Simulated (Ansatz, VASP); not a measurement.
# Two plane-wave programs on CsI

```
CELL_PARAMETERS angstrom
4.56670 0.00000 0.00000
0.00000 4.56670 0.00000
0.00000 0.00000 4.56670
ATOMIC_POSITIONS crystal
Cs 0.00000 0.00000 0.00000
I 0.50000 0.50000 0.50000
```

Alike in both runs: task relaxation of cell and atoms; functional PBE; dispersion D3(BJ); k mesh 6 × 6 × 6; occupations fermi-dirac, width 0.05 eV; no spin polarisation.

|  | VASP | Ansatz |
| --- | --- | --- |
| version | VASP 6.6.1 | Ansatz 0.2.0 |
| potentials or method | VASP PAW PBE potentials, release 64 (Cs_sv, I) | plane waves, PAW |
| plane-wave cutoff (eV) | 500 | 420 |
| valence electrons in the cell | 16 | 26 |

|  | VASP | Ansatz | Ansatz less VASP |
| --- | --- | --- | --- |
| relaxed volume (Å³/atom) | 47.62 | 47.62 | 0.000 |
| relaxed cell length with the largest relative difference (Å) | 4.567 | 4.567 | 0.0000 |

VASP's potentials hold 16 valence electrons a cell and Ansatz's 26, so a difference there can come from the potentials and not from the codes.

Neither program's run includes spin-orbit coupling. Noted on VASP's run: the relaxation stopped at its first step, so nothing moved.
